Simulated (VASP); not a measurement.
# SnSe2 (P-3m1) in VASP: notebook

Runs on SnSe2. Level: PBEsol. Tasks: relaxation of cell and atoms, single point.

All numbers are computed with VASP 6.6.1; they aren't measurements. Logs are shortened: lines on timing, memory, paths and dates and some standing lists are left out, and cuts for length are marked.

### Step 1. The cell of the first run

The structure is trigonal, space group P-3m1 (No. 164). The conventional cell has a = 3.819 Å, b = 3.819 Å, c = 6.146 Å, α = 90.00°, β = 90.00°, γ = 120.00°. Sn (site symmetry -3m) has 6 Se at 2.72 Å within 3.6 Å. Se (site symmetry 3m) has 3 Sn at 2.72 Å within 3.6 Å.

### Step 2. Relaxation of cell and atoms, PBEsol

Input file INCAR:

```
PREC = Accurate
ENCUT = 600
EDIFF = 1E-6
ISMEAR = 0
SIGMA = 0.02
LREAL = False
LASPH = True
NELM = 100
ALGO = Normal
ISIF = 3
LWAVE = False
LCHARG = False
GGA = PS
IBRION = 2
NSW = 100
EDIFFG = -0.005
```

Input file KPOINTS:

```
Automatic mesh
0
Gamma
  12 12 6
```

Input file POSCAR:

```
SnSe2
1.0
    3.8193055657      0.0000000000      0.0000000000
   -1.9096527828      3.3076156447      0.0000000000
    0.0000000000      0.0000000000      6.1458278254
Sn Se
1 2
Direct
    0.0000000000      0.0000000000      0.0000000000
    0.3333333333      0.6666666667      0.2580044483
    0.6666666667      0.3333333333      0.7419955517
```

Potentials or basis: VASP PAW PBE potentials, release 64 (Sn_d, Se).

Started as:

```sh
$ cat potpaw_PBE.64/Sn_d/POTCAR potpaw_PBE.64/Se/POTCAR > POTCAR
$ mpirun -np 1 vasp_std > vasp.out
```

OUTCAR:

```text
PREC = Accurate
   ENCUT = 600
   EDIFF = 1E-6
   ISMEAR = 0
   LREAL = False
   LASPH = True
   NELM = 100
   ISIF = 3
   GGA = PS
   IBRION = 2
   NSW = 100
   EDIFFG = -0.005

 ion  position               nearest neighbor table
   1  0.000  0.000  0.000-   2 2.72   3 2.72   2 2.72   3 2.72   3 2.72   2 2.72
   2  0.333  0.667  0.258-   1 2.72   1 2.72   1 2.72
   3  0.667  0.333  0.742-   1 2.72   1 2.72   1 2.72

  LATTYP: Found a hexagonal cell.
 ALAT       =     3.8193055657
 C/A-ratio  =     1.6091479772

  Lattice vectors:

 A1 = (   3.8193055657,   0.0000000000,   0.0000000000)
 A2 = (  -1.9096527828,   3.3076156447,   0.0000000000)
 A3 = (   0.0000000000,   0.0000000000,   6.1458278254)

Analysis of symmetry for initial positions (statically):
=====================================================================
 Subroutine PRICEL returns:
 Original cell was already a primitive cell.

 Routine SETGRP: Setting up the symmetry group for a
 hexagonal supercell.

 Subroutine GETGRP returns: Found 12 space group operations
 (whereof 12 operations were pure point group operations)
 out of a pool of 24 trial point group operations.

The static configuration has the point symmetry D_3d.

Analysis of symmetry for dynamics (positions and initial velocities):
=====================================================================
 Subroutine PRICEL returns:
 Original cell was already a primitive cell.

 Routine SETGRP: Setting up the symmetry group for a
 hexagonal supercell.

 Subroutine GETGRP returns: Found 12 space group operations
 (whereof 12 operations were pure point group operations)
 out of a pool of 24 trial point group operations.

The dynamic configuration has the point symmetry D_3d.

 Subroutine INISYM returns: Found 12 space group operations
 (whereof 12 operations are pure point group operations),
 and found     1 'primitive' translations

----------------------------------------------------------------------------------------

                                     Primitive cell

  volume of cell :      77.6390

  direct lattice vectors                    reciprocal lattice vectors
     3.819305566  0.000000000  0.000000000     0.261827702  0.151166294  0.000000000
    -1.909652783  3.307615645  0.000000000     0.000000000  0.302332589  0.000000000
     0.000000000  0.000000000  6.145827825     0.000000000  0.000000000  0.162712010

  length of vectors
     3.819305566  3.819305566  6.145827825     0.302332589  0.302332589  0.162712010

  position of ions in fractional coordinates (direct lattice)
     0.000000000  0.000000000  0.000000000
     0.333333333  0.666666667  0.258004448
     0.666666667  0.333333333  0.741995552

  ion indices of the primitive-cell ions
   primitive index   ion index
                 1           1
                 2           2
                 3           3

----------------------------------------------------------------------------------------

 KPOINTS: Automatic mesh

Automatic generation of k-mesh.
 Grid dimensions read from file:
 generate k-points for:   12   12    6

 Generating k-lattice:

  Cartesian coordinates                     Fractional coordinates (reciprocal lattice)
     0.021818975  0.012597191  0.000000000     0.083333333 -0.000000000  0.000000000
     0.000000000  0.025194382  0.000000000     0.000000000  0.083333333  0.000000000
     0.000000000  0.000000000  0.027118668     0.000000000  0.000000000  0.166666667

  Length of vectors
     0.025194382  0.025194382  0.027118668

  Shift w.r.t. Gamma in fractional coordinates (k-lattice)
     0.000000000  0.000000000  0.000000000

 Subroutine IBZKPT returns following result:
 ===========================================

 Found    100 irreducible k-points:

 Following reciprocal coordinates:
            Coordinates               Weight
  0.000000  0.000000  0.000000      1.000000
  0.083333  0.000000  0.000000      6.000000
  0.166667  0.000000  0.000000      6.000000
  0.250000 -0.000000  0.000000      6.000000
  0.333333  0.000000  0.000000      6.000000
  0.416667  0.000000  0.000000      6.000000
[... 16 lines left out ...]
  0.166667  0.000000  0.166667      6.000000
  0.000000  0.166667  0.166667      6.000000
 [... further k-points ...]
   k-points           NKPTS =    100   k-points in BZ     NKDIM =    100   number of bands    NBANDS=     17
   number of dos      NEDOS =    301   number of ions     NIONS =      3
   total plane-waves  NPLWV =  51200
   dimension x,y,z NGX =    32 NGY =   32 NGZ =   50
   dimension x,y,z NGXF=    64 NGYF=   64 NGZF=  100
   ions per type =               1   2
   NGX,Y,Z   is equivalent  to a cutoff of  13.93, 13.93, 13.53 a.u.
   NGXF,Y,Z  is equivalent  to a cutoff of  27.86, 27.86, 27.05 a.u.
 SYSTEM =  unknown system
   PREC   = accura    normal or accurate (medium, high low for compatibility)
   ISTART =      0    job   : 0-new  1-cont  2-samecut
   ICHARG =      2    charge: 1-file 2-atom 10-const
   ISPIN  =      1    spin polarized calculation?
   LNONCOLLINEAR =      F non collinear calculations
   LSORBIT =      F    spin-orbit coupling
   LASPH  =      T    aspherical Exc in radial PAW
   ENCUT  =  600.0 eV  44.10 Ry    6.64 a.u.   7.63  7.63 12.27*2*pi/ulx,y,z
   NELM   =    100;   NELMIN=  2; NELMDL= -5     # of ELM steps
   EDIFF  = 0.1E-05   stopping-criterion for ELM
   LREAL  =      F    real-space projection
   EDIFFG = -.5E-02   stopping-criterion for IOM
   NSW    =    100    number of steps for IOM
   IBRION =      2    ionic relax: 0-MD 1-quasi-New 2-CG
   NFREE  =      1    steps in history (QN), initial steepest desc. (CG)
   ISIF   =      3    stress and relaxation
   ISYM   =      2    0-nonsym 1-usesym 2-fastsym
   POTIM  = 0.5000    time-step for ionic-motion
   TEBEG  =    0.0;   TEEND  =   0.0 temperature during run
   PSTRESS=    0.0 pullay stress
   NELECT =      26.0000    total number of electrons
   NUPDOWN=      -1.0000    fix difference up-down
   EMIN   =  10.00;   EMAX   =-10.00  energy-range for DOS
   EFERMI =   0.00;   METHOD = LEGACY
   ISMEAR =     0;   SIGMA  =   0.02  broadening in eV -4-tet -1-fermi 0-gaus
   EFERMI_NEDOS =   21; number of points for ismear=-14 and -15
   IALGO  =     38    algorithm
   IMIX   =      4    mixing-type and parameters
     AMIX     =   0.40;   BMIX     =  1.00
     AMIX_MAG =   1.60;   BMIX_MAG =  1.00
  volume/ion in A,a.u.               =      25.88       174.64
  Fermi-wavevector in a.u.,A,eV,Ry     =   1.136857  2.148349 17.584779  1.292445
  Thomas-Fermi vector in A             =   2.273562
   LORBIT       =      0    0 simple, 1 ext, 2 COOP (PROOUT), +10 PAW based schemes
   GGA     = PS    functional components
   LHFCALC =     F    Hartree Fock is set to
   AEXX    =    0.0000 exact exchange contribution
   IVDW    =     0    specifies the selected vdW correction
   LEPSILON=     F    determine dielectric tensor
   LRPA    =     F    only Hartree local field effects (RPA)
 conjugate gradient relaxation of ions
 non-spin polarized calculation
 Gauss-broadening in eV      SIGMA  =   0.02
  energy-cutoff  :      600.00
  volume of cell :       77.64
 maximum number of plane-waves:      2623
 NGX is ok and might be reduce to    32
   NGX = 15   NGY = 15   NGZ = 25

--------------------------------------- Ionic step        1  -------------------------------------------

 number of electron      25.9999998 magnetization

 Free energy of the ion-electron system (eV)
  ---------------------------------------------------
  ext. energy  EPLUGINS =         0.00000000
  ---------------------------------------------------
  free energy    TOTEN  =       -12.98405861 eV

  energy without entropy =      -12.98405861  energy(sigma->0) =      -12.98405861

------------------------ aborting loop because EDIFF is reached ----------------------------------------

  FORCE on cell =-STRESS in cart. coord.  units (eV):
  Direction    XX          YY          ZZ          XY          YZ          ZX
  --------------------------------------------------------------------------------------
  -------------------------------------------------------------------------------------
  Total        0.0461849      0.0461849      0.0869615      0.0000000      0.0000000     -0.0000000
  in kB        0.9530834      0.9530834      1.7945595      0.0000000      0.0000000     -0.0000000
  external PRESSURE =       1.2335754 kB  Pullay stress =       0.0000000 kB
[... 133 lines left out ...]
  energy  without entropy=      -12.9841205914  energy(sigma->0) =      -12.98412059

--------------------------------------- Ionic step        5  -------------------------------------------

 number of electron      25.9999998 magnetization

 Free energy of the ion-electron system (eV)
  ---------------------------------------------------
  ext. energy  EPLUGINS =         0.00000000
  ---------------------------------------------------
  free energy    TOTEN  =       -12.98412138 eV

  energy without entropy =      -12.98412138  energy(sigma->0) =      -12.98412138

 E-fermi :   4.1556     XC(G=0):  -9.6502

 val. band max:        4.0474595331   @ k =   0.0833   0.0833   0.0000
 cond. band min:       4.5233795025   @ k =   0.0000   0.4167   0.3333
 fundamental gap:      0.4759199695
 Fermi energy:         4.1555930085

 k-point     1 :       0.0000    0.0000    0.0000
  band No.  band energies     occupation
      1     -17.1415      2.00000
      2     -17.1415      2.00000
      3     -17.1043      2.00000
      4     -17.0920      2.00000
      5     -17.0920      2.00000
      6      -9.8330      2.00000
[... 9 lines left out ...]
     16       8.5989      0.00000
     17       8.5989      0.00000
[... 443 lines left out ...]
      1     -17.1529      2.00000
      2     -17.1322      2.00000
      3     -17.1003      2.00000
      4     -17.0949      2.00000
      5     -17.0906      2.00000
      6      -9.5211      2.00000
[... 9 lines left out ...]
     16       8.8757      0.00000
     17       9.1606      0.00000

 [... further k-points ...]
[... 5 lines left out ...]
  --------------------------------------------------------------------------------------
  -------------------------------------------------------------------------------------
  Total       -0.0117818     -0.0117818      0.0057572     -0.0000000      0.0000000     -0.0000000
  in kB       -0.2427208     -0.2427208      0.1186057     -0.0000000      0.0000000     -0.0000000
  external PRESSURE =      -0.1222786 kB  Pullay stress =       0.0000000 kB
[... 18 lines left out ...]
  FREE ENERGIE OF THE ION-ELECTRON SYSTEM (eV)
  ---------------------------------------------------
  free  energy   TOTEN  =       -12.9841213766 eV

  energy  without entropy=      -12.9841213766  energy(sigma->0) =      -12.98412138

 reached required accuracy - stopping structural energy minimisation
```

It took 3.5 min on 1 thread of Intel Xeon Platinum 8488C (Sapphire Rapids), shared host; peak memory 0.34 GiB.

What came out:

- Free energy: -12.9841 eV
- Relaxed volume: 25.92 Å³/atom
- Relaxed cell: a = 3.821 Å, b = 3.821 Å, c = 6.151 Å, α = 90.00°, β = 90.00°, γ = 120.00°
- Space group after relaxing (to 0.05 Å): P-3m1 (No. 164)
- Energy gained by relaxing: 0.0 meV/atom
- Ionic steps: 5
- Pressure after relaxing: 0.0 GPa
- Band gap on the k mesh: 0.48 eV, indirect (least direct gap 0.97 eV)

Final structure:
```xyz
3
Lattice="3.8210 0.0000 0.0000 -1.9105 3.3091 0.0000 0.0000 0.0000 6.1509" Properties=species:S:1:pos:R:3 pbc="T T T"
Sn    0.0000    0.0000    6.1509
Se    0.0000    2.2060    1.5876
Se    1.9105    1.1030    4.5633
```

Caveat: the PAW data sets were made with another functional, which shifts forces and pressure a little; spin-orbit coupling is left out, which moves the levels of the heavy elements; this functional lacks dispersion, which binds the layers, so the pressure and a relaxed spacing across them are unreliable. A k mesh can miss the band edges.

### Step 3. Single point, PBEsol (strained)

Input file INCAR:

```
PREC     = Accurate       # precision mode
ENCUT    = 520            # plane-wave cutoff, eV
EDIFF    = 1E-6           # SCF threshold, eV
ISMEAR   = 0              # smearing method
SIGMA    = 0.02           # smearing width, eV
LREAL    = False          # projectors in reciprocal space
LASPH    = True           # aspherical terms in the spheres
NELM     = 100            # most SCF steps
ALGO     = Normal         # electronic algorithm
ISIF     = 2              # what is computed and relaxed
LWAVE    = False          # write WAVECAR
LCHARG   = False          # write CHGCAR
GGA      = PS             # functional
NBANDS   = 20             # bands
```

Input file KPOINTS:

```
Automatic mesh
0
Gamma
  9 9 6
```

Input file POSCAR:

```
SnSe2
1.0
    3.8337123343      0.0000000000      0.0000000000
   -1.9168561672      3.3200922723      0.0000000000
    0.0000000000      0.0000000000      6.7259065200
Sn Se
1 2
Direct
    0.0000000000      0.0000000000      0.0000000000
    0.3333333333      0.6666666667      0.2699567357
    0.6666666667      0.3333333333      0.7300432643
```

Potentials or basis: VASP PAW PBE potentials, release 64 (Sn_d, Se).

Started as:

```sh
$ cat potpaw_PBE.64/Sn_d/POTCAR potpaw_PBE.64/Se/POTCAR > POTCAR
$ mpirun -np 1 vasp_std > vasp.out
```

Run time: 54 s. Hardware: 1 thread of Intel Xeon Platinum 8559C (Emerald Rapids), shared host; peak memory 0.25 GiB.

It converged, with:

```yaml
Free_energy: -12.5414 eV
Pressure: -6.6 GPa
Largest_force: 1.576 eV/Å
Band_gap_on_the_k_mesh: zero (band 13 reaches 3.36 eV, above the bottom of band 14 at 3.12 eV)
```

Forces in eV/Å, atoms in the order of the input:
```
Sn   0.000  0.000  0.000
Se   0.000  0.000 -1.576
Se   0.000  0.000  1.576
```

Stress tensor (GPa, compression positive):
```
 -3.94   0.00   0.00
  0.00  -3.94   0.00
  0.00   0.00 -11.99
```

Levels at points of the mesh, in eV from the Fermi level:
```tsv
k point	band 11	band 12	band 13	band 14	band 15	band 16
(0.00, 0.00, 0.00)	-0.27	-0.15	-0.15	0.24	3.31	4.44
(0.00, 0.00, 0.50)	-0.40	0.02	0.02	2.03	2.92	4.26
```

Caveat: the cell differs from its parent crystal (strained); the PAW data sets were made with another functional, which shifts forces and pressure a little; spin-orbit coupling is left out, which moves the levels of the heavy elements; this functional lacks dispersion, which binds the layers, so the pressure and a relaxed spacing across them are unreliable.

### Step 4. Single point, PBEsol

Input file INCAR:

```
SYSTEM = SnSe2
PREC = Accurate
ENCUT = 520
EDIFF = 1E-6
ISMEAR = 0
SIGMA = 0.02
LREAL = .False.
LASPH = .True.
NELM = 100
ALGO = Normal
ISIF = 2
LWAVE = .False.
LCHARG = .False.
GGA = PS
NBANDS = 20
```

Input file KPOINTS:

```
regular mesh
0
Gamma
  9 9 6
  0 0 0
```

Input file POSCAR:

```
SnSe2
1.0
    3.8193055657      0.0000000000      0.0000000000
   -1.9096527828      3.3076156447      0.0000000000
    0.0000000000      0.0000000000      6.1458278254
Sn Se
1 2
Direct
    0.0000000000      0.0000000000      0.0000000000
    0.3333333333      0.6666666667      0.2580044483
    0.6666666667      0.3333333333      0.7419955517
```

Started as:

```sh
$ cat potpaw_PBE.64/Sn_d/POTCAR potpaw_PBE.64/Se/POTCAR > POTCAR
$ mpirun -np 1 vasp_std > vasp.out
```

Wall time 51 s (1 thread of Intel Xeon Platinum 8375C at 2.90GHz (Ice Lake), shared host); peak memory 0.24 GiB.

The run converged. Its results:

```
Free energy            : -12.9829 eV
Pressure               : 0.1 GPa
Largest force          : 0.021 eV/Å
Band gap on the k mesh : 0.48 eV, indirect (least direct gap 0.97 eV)
```

Forces on the atoms (eV/Å):
```
Sn   0.000  0.000  0.000
Se   0.000  0.000  0.021
Se   0.000  0.000 -0.021
```

Levels at points of the mesh, in eV from the valence-band top:
```
           k point  band 11  band 12  band 13  band 14  band 15  band 16
(0.00, 0.00, 0.00)    -0.35    -0.35    -0.11     0.86     2.95     4.58
(0.00, 0.00, 0.50)    -0.71    -0.15    -0.15     2.44     2.84     4.27
```

Caveat: the PAW data sets were made with another functional, which shifts forces and pressure a little; spin-orbit coupling is left out, which moves the levels of the heavy elements; this functional lacks dispersion, which binds the layers, so the pressure and a relaxed spacing across them are unreliable. A k mesh can miss the band edges.

### Step 5. Overview

```tsv
task	cell	k mesh	cutoff (eV)	gap on the mesh (eV)	pressure (GPa)	largest force (eV/Å)
relaxation of cell and atoms	relaxed from a = 3.819, b = 3.819, c = 6.146 Å, angles 90.0, 90.0, 120.0°, 3 atoms	12 × 12 × 6	600	0.48	0.0	-
single point	a = 3.834, b = 3.834, c = 6.726 Å, angles 90.0, 90.0, 120.0°, 3 atoms	9 × 9 × 6	520	none	-6.6	1.58
single point	a = 3.819, b = 3.819, c = 6.146 Å, angles 90.0, 90.0, 120.0°, 3 atoms	9 × 9 × 6	520	0.48	0.1	0.02
```

Alike in all rows: level PBEsol; potentials or basis VASP PAW PBE potentials, release 64 (Sn_d, Se); no spin polarisation; smearing gaussian 0.02 eV.

Caveats: the PAW data sets were made with another functional, which shifts forces and pressure a little; spin-orbit coupling is left out, which moves the levels of the heavy elements; this functional lacks dispersion, which binds the layers, so the pressure and a relaxed spacing across them are unreliable.

Total energies depend on the potentials used, so only differences within one code and one set of settings carry meaning.
